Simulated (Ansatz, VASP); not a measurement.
# Two plane-wave programs on As

```
As
1.0
     0.00000    3.09830    3.09830
     3.09830    0.00000    3.09830
     3.09830    3.09830    0.00000
As
2
Cartesian
  0.7746 0.7746 0.7746
  5.4220 5.4220 5.4220
```

Alike in both runs: task single point; functional PBE; k mesh 10 × 10 × 10; occupations fermi-dirac, width 0.1 eV; no spin polarisation.

|  | VASP | Ansatz |
| --- | --- | --- |
| version | VASP 6.6.1 | Ansatz 0.2.0 |
| potentials or method | VASP PAW PBE potentials, release 64 (As), cutoff 520 eV | plane waves (420 eV) with PAW, scalar-relativistic |
| valence electrons in the cell | 10 | 30 |

```tsv
	VASP	Ansatz	Ansatz less VASP
pressure (GPa)	-1.7	-1.8	-0.08
```

With one functional, cell and mesh, what is left measures potentials, basis and numerics. VASP's potentials hold 10 valence electrons a cell and Ansatz's 30, so a difference there can come from the potentials and not from the codes.
